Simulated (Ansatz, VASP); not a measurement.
**Be2C: VASP beside Ansatz**

```
Be C
1.0
     0.01067    2.13949    2.13949
     2.13949    0.01067    2.13949
     2.13949    2.13949    0.01067
Be C
2 1
Direct
  0.25011 0.25011 0.25011
  0.74989 0.74989 0.74989
  0.00000 0.00000 0.00000
```

Change from the starting cell: equal xy, yz and zx engineering shears of +0.5 %.

Alike in both runs: functional LDA; k mesh 10 × 10 × 10; no spin polarisation.

Ansatz relaxed the structure, and its values are those at the end. VASP's run is a single point on that final structure, the one shown.

```csv
,VASP,Ansatz
version,VASP 6.6.1,Ansatz 0.2.0
potentials or method,"VASP PAW LDA potentials, release 64 (Be, C), cutoff 600 eV","all-electron LAPW, scalar-relativistic"
occupations,"gaussian, width 0.01 eV",fixed
```

Ansatz gave:

```
gap on the k mesh at the Fermi level (eV) : 1.19
pressure (GPa)                            : -0.1
```

Task: What did VASP give for the same quantities?

Result: gap on the k mesh at the Fermi level (eV): 1.19; pressure (GPa): 0.5.

LDA's correlation is that of Perdew and Zunger in VASP and of Perdew and Wang (1992) in Ansatz. Ansatz ran all-electron here, and VASP with PAW potentials.
